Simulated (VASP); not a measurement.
A run of VASP 6.6.1 is set up as follows.

INCAR

```
  ALGO = Normal
  EDIFF = 1E-8
  ENCUT = 520
  ISIF = 2
  ISMEAR = -1
  LASPH = T
  LCHARG = F
  LEFG = T
  LREAL = F
  LWAVE = F
  NBANDS = 15
  NELM = 60
  PREC = Accurate
  SIGMA = 0.08
```

File KPOINTS:

```
k-points
0
Gamma
  12 12 12
```

Contents of POSCAR:

```
Al2Pt
1.0
    0.0000000000      2.9938860383      2.9938860383
    2.9938860383      0.0000000000      2.9938860383
    2.9938860383      2.9938860383      0.0000000000
Al Pt
2 1
Direct
    0.2500000000      0.2500000000      0.2500000000
    0.7500000000      0.7500000000      0.7500000000
    0.0000000000      0.0000000000      0.0000000000
```

Potentials or basis: VASP PAW LDA potentials, release 64 (Al, Pt).

Run with:

```bash
$ cat potpaw_LDA.64/Al/POTCAR potpaw_LDA.64/Pt/POTCAR > POTCAR
$ mpirun -np 1 vasp_std > vasp.out
```

Q: Predict the pressure.

A: -8.2 GPa.

Q: Estimate the band gap on the k mesh.

A: Zero (band 8 reaches 11.05 eV, above the bottom of band 9 at 5.74 eV).

Caveat: without QUAD_EFG the Cq values of the log hold for a quadrupole moment of 1 mb, not for the nuclei; spin-orbit coupling is left out, which moves the levels of the heavy elements.
